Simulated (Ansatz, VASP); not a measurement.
# ScAl: VASP beside Ansatz

File INCAR:

```
PREC = Accurate
ENCUT = 520
EDIFF = 1E-6
ISMEAR = -1
SIGMA = 0.02
LREAL = F
LASPH = T
NELM = 100
ALGO = Fast
ISIF = 2
LWAVE = F
LCHARG = T
LELF = T
LVHAR = T
NBANDS = 14
```

File KPOINTS:

```
regular mesh
0
Gamma
  14 14 14
```

POSCAR

```
ScAl
1.0
    3.3703489700      0.0000000000      0.0000000000
    0.0000000000      3.3703489700      0.0000000000
    0.0000000000      0.0000000000      3.3703489700
Sc Al
1 1
Direct
    0.5000000000      0.5000000000      0.5185440738
    0.0000000000      0.0000000000      0.0000000000
```

Input for Ansatz:

```yaml
crystal:
  lattice:
    - [3.37034897, 0.0, 0.0]
    - [0.0, 3.37034897, 0.0]
    - [0.0, 0.0, 3.37034897]
  atoms:
    - { symbol: Sc, position: [0.5, 0.5, 0.5185440738] }
    - { symbol: Al, position: [0.0, 0.0, 0.0] }
basis:
  ecutwfc: 420
kpoints:
  mp_grid: { grid: [14, 14, 14] }
hamiltonian:
  xc: lda
scf:
  occupations: { method: fermi_dirac, width: 0.02 }
output:
  forces: true
  stress: true
  eigenvalues: true
```

Change from the starting cell: all Sc atoms moved +0.062 Å, as atom 1 along Cartesian [0 0 1].

Alike in both runs: task single point; functional LDA; k mesh 14 × 14 × 14; occupations fermi-dirac, width 0.02 eV; no spin polarisation.

|  | VASP | Ansatz |
| --- | --- | --- |
| version | VASP 6.6.1 | Ansatz 0.2.0 |
| potentials or method | VASP PAW LDA potentials, release 64 (Sc_sv, Al), cutoff 520 eV | scalar-relativistic, plane waves, PAW |
| valence electrons in the cell | 14 | 14 |

Ansatz gave:

- gap on the k mesh at the Fermi level (eV): none
- pressure (GPa): -4.3
- rms of the force components (eV/Å): 0.162

Question: Which values does VASP return?

Answer: gap on the k mesh at the Fermi level (eV): none; pressure (GPa): -4.2; rms of the force components (eV/Å): 0.163.

LDA's correlation is that of Perdew and Zunger in VASP and of Perdew and Wang (1992) in Ansatz. Atom by atom the forces differ by 0.001 eV/Å (rms over components). A gap of «none» marks a metal or a gap that the smearing closes.
